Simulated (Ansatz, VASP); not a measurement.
**One calculation of Al2InAs3, two programs**

```
CELL_PARAMETERS angstrom
-1.96295 1.96295 8.32807
1.96295 -1.96295 8.32807
1.96295 1.96295 -8.32807
ATOMIC_POSITIONS crystal
Al 0.41667 0.91667 0.50000
Al 0.08333 0.58333 0.50000
In 0.75000 0.25000 0.50000
As 0.83333 0.83333 0.00000
As 0.50000 0.50000 0.00000
As 0.16667 0.16667 0.00000
```

Alike in both runs: task relaxation of cell and atoms; functional PBE; k mesh 6 × 6 × 6; occupations gaussian, width 0.1 eV; no spin polarisation.

|  | VASP | Ansatz |
| --- | --- | --- |
| version | VASP 6.6.1 | Ansatz 0.2.0 |
| potentials or method | VASP PAW PBE potentials, release 64 (Al, In_d, As), cutoff 600 eV | scalar-relativistic, plane waves, PAW |
| valence electrons in the cell | 34 | 64 |

Ansatz gave:

* gap on the k mesh at the Fermi level, each at its own relaxed structure (eV): 0.85
* relaxed volume (Å³/atom): 25.30
* relaxed cell length with the largest relative difference (Å): 9.288

**Question.** Estimate VASP's values.

**Answer.** gap on the k mesh at the Fermi level, each at its own relaxed structure (eV): 0.84; relaxed volume (Å³/atom): 25.38; relaxed cell length with the largest relative difference (Å): 9.299.

VASP's potentials hold 34 valence electrons a cell and Ansatz's 64, so a difference there can come from the potentials and not from the codes.

Noted on VASP's run: the volume moved by over 15 % at a fixed basis, so the end points are rough.
